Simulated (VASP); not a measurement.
# HRh8 in VASP: a series of runs, part 2 of 2

VASP 6.6.1. The steps go on from the part before.

## 4. Single point, PBE+D3(BJ)

INCAR

```
SYSTEM = HRh8
ALGO = Normal
DIPOL = 0.5 0.5 0.305
EDIFF = 1E-7
ENCUT = 520
GGA = PE
IDIPOL = 3
ISIF = 2
ISMEAR = 0
IVDW = 12
LASPH = .True.
LCHARG = .True.
LDIPOL = .True.
LELF = .True.
LREAL = .False.
LVACPOTAV = .True.
LVHAR = .True.
LWAVE = .False.
NBANDS = 70
NELM = 100
PREC = Accurate
SIGMA = 0.1
```

KPOINTS

```
k-points
0
Gamma
  5 7 1
  0 0 0
```

POSCAR

```
HRh8
1.0
    5.3650160441      0.0000000000      0.0000000000
    0.0000000000      3.7936392259      0.0000000000
    0.0000000000      0.0000000000     21.2400770646
Rh H
8 1
Direct
    0.2500000000      0.5000000000      0.1883232338
    0.7500000000      0.5000000000      0.1883232338
    0.0000000000      0.0000000000      0.2514705570
    0.5000000000      0.0000000000      0.2514705570
    0.2500000000      0.5000000000      0.3153506346
    0.7500000000      0.5000000000      0.3153506346
    0.0000000000      0.0000000000      0.3738252475
    0.5000000000      0.0000000000      0.3738252475
    0.0833333333      0.0000000000      0.4915272686
```

Potentials or basis: VASP PAW PBE potentials, release 64 (Rh_pv, H).

Command:

```console
cat potpaw_PBE.64/Rh_pv/POTCAR potpaw_PBE.64/H/POTCAR > POTCAR
mpirun -np 1 vasp_std > vasp.out
```

OUTCAR:

```text
SYSTEM = HRh8
   EDIFF = 1E-7
   ENCUT = 520
   GGA = PE
   ISIF = 2
   ISMEAR = 0
   IVDW = 12
   LASPH = .True.
   LREAL = .False.
   NELM = 100
   PREC = Accurate
 IVDW          = 12

 ion  position               nearest neighbor table
   1  0.250  0.500  0.188-   2 2.68   2 2.68   4 2.68   3 2.68   4 2.68   3 2.68   5 2.70
   2  0.750  0.500  0.188-   1 2.68   1 2.68   4 2.68   3 2.68   4 2.68   3 2.68   6 2.70
   3  0.000  0.000  0.251-   7 2.60   4 2.68   4 2.68   2 2.68   1 2.68   2 2.68   1 2.68   5 2.69
                             5 2.69   6 2.69   6 2.69
   4  0.500  0.000  0.251-   8 2.60   3 2.68   3 2.68   2 2.68   1 2.68   2 2.68   1 2.68   5 2.69
                             5 2.69   6 2.69   6 2.69
[... 1098 lines left out ...]
  energy-cutoff  :      520.00
  volume of cell :      432.30
      direct lattice vectors                 reciprocal lattice vectors
     5.365016044  0.000000000  0.000000000     0.186392732  0.000000000  0.000000000
     0.000000000  3.793639226  0.000000000     0.000000000  0.263599130  0.000000000
     0.000000000  0.000000000 21.240077065     0.000000000  0.000000000  0.047080808

 POSITION                                       TOTAL-FORCE (eV/Angst)
 -----------------------------------------------------------------------------------
      1.34125      1.89682      4.00000        -0.033263      0.000000      0.641544
      4.02376      1.89682      4.00000         0.033927      0.000000      0.648636
      0.00000      0.00000      5.34125        -0.035600      0.000000     -0.750075
      2.68251      0.00000      5.34125         0.031694      0.000000     -0.428871
      1.34125      1.89682      6.69807        -0.085978      0.000000     -0.154778
      4.02376      1.89682      6.69807         0.059988      0.000000     -0.157454
      0.00000      0.00000      7.94008         0.377652      0.000000      1.806046
      2.68251      0.00000      7.94008        -0.133542      0.000000      0.307376
      0.44708      0.00000     10.44008        -0.214877      0.000000     -1.912425
 -----------------------------------------------------------------------------------
    total drift:                               -0.000084      0.000000      0.000427

  FREE ENERGIE OF THE ION-ELECTRON SYSTEM (eV)
  ---------------------------------------------------
  free  energy   TOTEN  =       -56.4694178602 eV

  energy  without entropy=      -56.3789485995  energy(sigma->0) =      -56.42418323

 vacuum level on the upper side and lower side of the slab         5.256         3.614
```

OSZICAR:

```text
N       E                     dE             d eps       ncg     rms          rms(c)
DAV:   1     0.113195811190E+04    0.11320E+04   -0.74828E+04  2200   0.156E+03
DAV:   2    -0.161186785917E+02   -0.11481E+04   -0.11228E+04  1872   0.443E+02
DAV:   3    -0.559300736572E+02   -0.39811E+02   -0.36965E+02  2066   0.796E+01
[... 27 lines left out ...]
DAV:  31    -0.533442790525E+02   -0.29998E-05   -0.14043E-07  1232   0.813E-04    0.354E-04
DAV:  32    -0.533442796896E+02   -0.63714E-06   -0.22188E-08  1138   0.370E-04    0.120E-04
DAV:  33    -0.533442803490E+02   -0.65935E-06   -0.75627E-09   974   0.220E-04    0.991E-05
DAV:  34    -0.533442806013E+02   -0.25236E-06   -0.28613E-09   996   0.154E-04    0.658E-05
DAV:  35    -0.533442806643E+02   -0.62944E-07   -0.17773E-09   956   0.103E-04
   1 F= -.56469418E+02 E0= -.56424183E+02  d E =-.904693E-01
```

stdout:

```text
POSCAR found type information on POSCAR RhH
 POSCAR found :  2 types and       9 ions
 scaLAPACK will be used
 LDA part: xc-table for (Slater+PW92), standard interpolation
 POSCAR, INCAR and KPOINTS ok, starting setup
 FFT: planning ... GRIDC
 FFT: planning ... GRID_SOFT
 FFT: planning ... GRID
 WAVECAR not read
 entering main loop
 -----------------------------------------------------------------------------
|                                                                             |
|           W    W    AA    RRRRR   N    N  II  N    N   GGGG   !!!           |
|           W    W   A  A   R    R  NN   N  II  NN   N  G    G  !!!           |
|           W    W  A    A  R    R  N N  N  II  N N  N  G       !!!           |
|           W WW W  AAAAAA  RRRRR   N  N N  II  N  N N  G  GGG   !            |
|           WW  WW  A    A  R   R   N   NN  II  N   NN  G    G                |
|           W    W  A    A  R    R  N    N  II  N    N   GGGG   !!!           |
|                                                                             |
|     Did not find any points to average over, which means that no vacuum     |
|     field-free region was found. Please increase the size of  your cell     |
|     in the dimension of the dipole correction to obtain accurate            |
|     workfunction values.                                                    |
|                                                                             |
 -----------------------------------------------------------------------------
```

Wall time 20 min (1 thread of Oxide Virtual Turin-like, shared host); peak memory 0.53 GiB.

What came out:

| Property | Result |
| --- | --- |
| Free energy | -56.4694 eV |
| Largest force | 1.924 eV/Å |
| Dispersion energy per atom | -0.347 eV |

Forces in eV/Å, atoms in the order of the input:
```
Rh  -0.033  0.000  0.642
Rh   0.034  0.000  0.649
Rh  -0.036  0.000 -0.750
Rh   0.032  0.000 -0.429
Rh  -0.086  0.000 -0.155
Rh   0.060  0.000 -0.157
Rh   0.378  0.000  1.806
Rh  -0.134  0.000  0.307
H   -0.215  0.000 -1.912
```

## 5. Single point, PBE+D3(BJ)

INCAR

```
  PREC = Accurate
  ENCUT = 520
  EDIFF = 1E-6
  ISMEAR = 0
  SIGMA = 0.1
  LREAL = False
  LASPH = True
  NELM = 100
  ALGO = Normal
  ISIF = 2
  LWAVE = False
  LCHARG = False
  LDIPOL = True
  IDIPOL = 3
  DIPOL = 0.5 0.5 0.305
  GGA = PE
  IVDW = 12
  NBANDS = 70
```

KPOINTS

```
regular mesh
0
Gamma
  5 7 1
```

POSCAR: that of step 4 with these lines changed.

```diff
@@ -16,2 +16,2 @@
     0.5000000000      0.0000000000      0.3738252475
-    0.0833333333      0.0000000000      0.4915272686
+    0.0000000000      0.3750000000      0.4915272686
```

Potentials or basis: VASP PAW PBE potentials, release 64 (Rh_pv, H).

Command:

```console
cat potpaw_PBE.64/Rh_pv/POTCAR potpaw_PBE.64/H/POTCAR > POTCAR
mpirun -np 1 vasp_std > vasp.out
```

OUTCAR:

```text
PREC = Accurate
   ENCUT = 520
   EDIFF = 1E-6
   ISMEAR = 0
   LREAL = False
   LASPH = True
   NELM = 100
   ISIF = 2
   GGA = PE
   IVDW = 12
 IVDW          = 12

 ion  position               nearest neighbor table
   1  0.250  0.500  0.188-   2 2.68   2 2.68   4 2.68   3 2.68   4 2.68   3 2.68   5 2.70
   2  0.750  0.500  0.188-   1 2.68   1 2.68   4 2.68   3 2.68   4 2.68   3 2.68   6 2.70
   3  0.000  0.000  0.251-   7 2.60   4 2.68   4 2.68   2 2.68   1 2.68   2 2.68   1 2.68   5 2.69
                             5 2.69   6 2.69   6 2.69
   4  0.500  0.000  0.251-   8 2.60   3 2.68   3 2.68   2 2.68   1 2.68   2 2.68   1 2.68   5 2.69
                             5 2.69   6 2.69   6 2.69
   5  0.250  0.500  0.315-   7 2.63   8 2.63   7 2.63   8 2.63   6 2.68   6 2.68   4 2.69   4 2.69
                             3 2.69   3 2.69   1 2.70
   6  0.750  0.500  0.315-   7 2.63   8 2.63   7 2.63   8 2.63   5 2.68   5 2.68   4 2.69   4 2.69
                             3 2.69   3 2.69   2 2.70
   7  0.000  0.000  0.374-   3 2.60   5 2.63   6 2.63   5 2.63   6 2.63   8 2.68   8 2.68
   8  0.500  0.000  0.374-   4 2.60   5 2.63   6 2.63   5 2.63   6 2.63   7 2.68   7 2.68
   9  0.000  0.375  0.492-

  LATTYP: Found a simple orthorhombic cell.
 ALAT       =     3.7936392259
 B/A-ratio  =     1.4142135624
 C/A-ratio  =     5.5988658383

  Lattice vectors:

 A1 = (   0.0000000000,  -3.7936392259,   0.0000000000)
 A2 = (   5.3650160441,   0.0000000000,   0.0000000000)
 A3 = (   0.0000000000,   0.0000000000,  21.2400770646)

Analysis of symmetry for initial positions (statically):
=====================================================================
 Subroutine PRICEL returns:
 Original cell was already a primitive cell.

 Routine SETGRP: Setting up the symmetry group for a
 simple orthorhombic supercell.

 Subroutine GETGRP returns: Found  2 space group operations
 (whereof  2 operations were pure point group operations)
 out of a pool of  8 trial point group operations.

The static configuration has the point symmetry C_1h.

Analysis of symmetry for dynamics (positions and initial velocities):
=====================================================================
 Subroutine PRICEL returns:
 Original cell was already a primitive cell.

 Routine SETGRP: Setting up the symmetry group for a
 simple orthorhombic supercell.

 Subroutine GETGRP returns: Found  2 space group operations
 (whereof  2 operations were pure point group operations)
 out of a pool of  8 trial point group operations.

The dynamic configuration has the point symmetry C_1h.

 Subroutine INISYM returns: Found  2 space group operations
 (whereof  2 operations are pure point group operations),
 and found     1 'primitive' translations

----------------------------------------------------------------------------------------

                                     Primitive cell

  volume of cell :     432.2979

  direct lattice vectors                    reciprocal lattice vectors
     5.365016044  0.000000000  0.000000000     0.186392732  0.000000000  0.000000000
     0.000000000  3.793639226  0.000000000     0.000000000  0.263599130  0.000000000
     0.000000000  0.000000000 21.240077065     0.000000000  0.000000000  0.047080808

  length of vectors
     5.365016044  3.793639226 21.240077065     0.186392732  0.263599130  0.047080808

  position of ions in fractional coordinates (direct lattice)
     0.250000000  0.500000000  0.188323234
     0.750000000  0.500000000  0.188323234
[... 69 lines left out ...]
   PREC   = accura    normal or accurate (medium, high low for compatibility)
   ISTART =      0    job   : 0-new  1-cont  2-samecut
   ICHARG =      2    charge: 1-file 2-atom 10-const
   ISPIN  =      1    spin polarized calculation?
   LNONCOLLINEAR =      F non collinear calculations
   LSORBIT =      F    spin-orbit coupling
   LASPH  =      T    aspherical Exc in radial PAW
   ENCUT  =  520.0 eV  38.22 Ry    6.18 a.u.   9.98  7.05 39.49*2*pi/ulx,y,z
   NELM   =    100;   NELMIN=  2; NELMDL= -5     # of ELM steps
   EDIFF  = 0.1E-05   stopping-criterion for ELM
   LREAL  =      F    real-space projection
   EDIFFG = 0.1E-04   stopping-criterion for IOM
   NSW    =      0    number of steps for IOM
   IBRION =     -1    ionic relax: 0-MD 1-quasi-New 2-CG
   NFREE  =      0    steps in history (QN), initial steepest desc. (CG)
   ISIF   =      2    stress and relaxation
   ISYM   =      2    0-nonsym 1-usesym 2-fastsym
   POTIM  = 0.5000    time-step for ionic-motion
   TEBEG  =    0.0;   TEEND  =   0.0 temperature during run
   PSTRESS=    0.0 pullay stress
   NELECT =     121.0000    total number of electrons
   NUPDOWN=      -1.0000    fix difference up-down
   EMIN   =  10.00;   EMAX   =-10.00  energy-range for DOS
   EFERMI =   0.00;   METHOD = LEGACY
   ISMEAR =     0;   SIGMA  =   0.10  broadening in eV -4-tet -1-fermi 0-gaus
   EFERMI_NEDOS =   21; number of points for ismear=-14 and -15
   IALGO  =     38    algorithm
   IMIX   =      4    mixing-type and parameters
     AMIX     =   0.40;   BMIX     =  1.00
     AMIX_MAG =   1.60;   BMIX_MAG =  1.00
  volume/ion in A,a.u.               =      48.03       324.14
  Fermi-wavevector in a.u.,A,eV,Ry     =   1.070884  2.023676 15.603046  1.146792
  Thomas-Fermi vector in A             =   2.206607
   LORBIT       =      0    0 simple, 1 ext, 2 COOP (PROOUT), +10 PAW based schemes
   GGA     = PE    functional components
   LHFCALC =     F    Hartree Fock is set to
   AEXX    =    0.0000 exact exchange contribution
   IVDW    =    12    specifies the selected vdW correction
   LEPSILON=     F    determine dielectric tensor
   LRPA    =     F    only Hartree local field effects (RPA)
 non-spin polarized calculation
 Gauss-broadening in eV      SIGMA  =   0.10
  energy-cutoff  :      520.00
  volume of cell :      432.30
 maximum number of plane-waves:     11681
 NGX is ok and might be reduce to    40
   NGX = 19   NGY = 15   NGZ = 79

 dipolmoment           0.000000      0.000000     -0.164763 electrons x Angstroem

 number of electron     121.0000043 magnetization

 dipolmoment           0.000000      0.000000      0.175312 electrons x Angstroem

 Free energy of the ion-electron system (eV)
  ---------------------------------------------------
  ext. energy  EPLUGINS =         0.00000000
  ---------------------------------------------------
  free energy    TOTEN  =       -52.86758534 eV

  energy without entropy =      -52.76327452  energy(sigma->0) =      -52.81542993

 E-fermi :  -0.8727     XC(G=0):  -4.7954

 val. band max:       -0.8731537358   @ k =   0.0000   0.2857   0.0000
 cond. band min:      -0.8691839867   @ k =   0.4000   0.1429   0.0000
 fundamental gap:      0.0039697491
 Fermi energy:        -0.8726693163

 k-point     1 :       0.0000    0.0000    0.0000
  band No.  band energies     occupation
      1     -47.8493      2.00000
      2     -47.7871      2.00000
      3     -47.7768      2.00000
      4     -47.5663      2.00000
      5     -47.5350      2.00000
      6     -47.4778      2.00000
[... 865 lines left out ...]
     69       1.6772      0.00000
     70       1.7697      0.00000

------------------------ aborting loop because EDIFF is reached ----------------------------------------

 vacuum level on the upper side and lower side of the slab       (xc-potential included)         0.618        -0.892

 Edisp (eV)   -3.12825

 E8    (eV) :    -1.4668

  FORCE on cell =-STRESS in cart. coord.  units (eV):
  Direction    XX          YY          ZZ          XY          YZ          ZX
  --------------------------------------------------------------------------------------
  -------------------------------------------------------------------------------------
  Total      -8.64946    -7.31131    -5.12302     0.00000    -1.11272     0.00000
  in kB     -32.05651   -27.09711   -18.98689     0.00000    -4.12395     0.00000
  external pressure =      -26.05 kB  Pullay stress =        0.00 kB

 VOLUME and BASIS-vectors are now :
 -----------------------------------------------------------------------------
  energy-cutoff  :      520.00
  volume of cell :      432.30
      direct lattice vectors                 reciprocal lattice vectors
     5.365016044  0.000000000  0.000000000     0.186392732  0.000000000  0.000000000
     0.000000000  3.793639226  0.000000000     0.000000000  0.263599130  0.000000000
     0.000000000  0.000000000 21.240077065     0.000000000  0.000000000  0.047080808

 POSITION                                       TOTAL-FORCE (eV/Angst)
 -----------------------------------------------------------------------------------
      1.34125      1.89682      4.00000        -0.014460      0.017184      0.660122
      4.02376      1.89682      4.00000         0.014460      0.017184      0.660122
      0.00000      0.00000      5.34125         0.000000     -0.046455     -0.682584
      2.68251      0.00000      5.34125         0.000000      0.011731     -0.529385
      1.34125      1.89682      6.69807         0.018484      0.010863     -0.095817
      4.02376      1.89682      6.69807        -0.018484      0.010863     -0.095817
      0.00000      0.00000      7.94008         0.000000      0.424545      1.283464
      2.68251      0.00000      7.94008         0.000000     -0.029616      0.091480
      0.00000      1.42261     10.44008         0.000000     -0.416299     -1.291585
 -----------------------------------------------------------------------------------
    total drift:                               -0.000000     -0.000011      0.000386

  FREE ENERGIE OF THE ION-ELECTRON SYSTEM (eV)
  ---------------------------------------------------
  free  energy   TOTEN  =       -55.9958349993 eV

  energy  without entropy=      -55.8915241786  energy(sigma->0) =      -55.94367959

 vacuum level on the upper side and lower side of the slab         5.136         3.583
```

It took 17 min on 1 thread of Oxide Virtual Turin-like, shared host; peak memory 0.53 GiB.

Results:

```yaml
Free_energy: -55.9958 eV
Largest_force: 1.357 eV/Å
Dispersion_energy_per_atom: -0.348 eV
```

Forces in eV/Å, atoms in the order of the input:
```
Rh  -0.014  0.017  0.660
Rh   0.014  0.017  0.660
Rh   0.000 -0.046 -0.683
Rh   0.000  0.012 -0.529
Rh   0.018  0.011 -0.096
Rh  -0.018  0.011 -0.096
Rh   0.000  0.425  1.283
Rh   0.000 -0.030  0.091
H    0.000 -0.416 -1.292
```
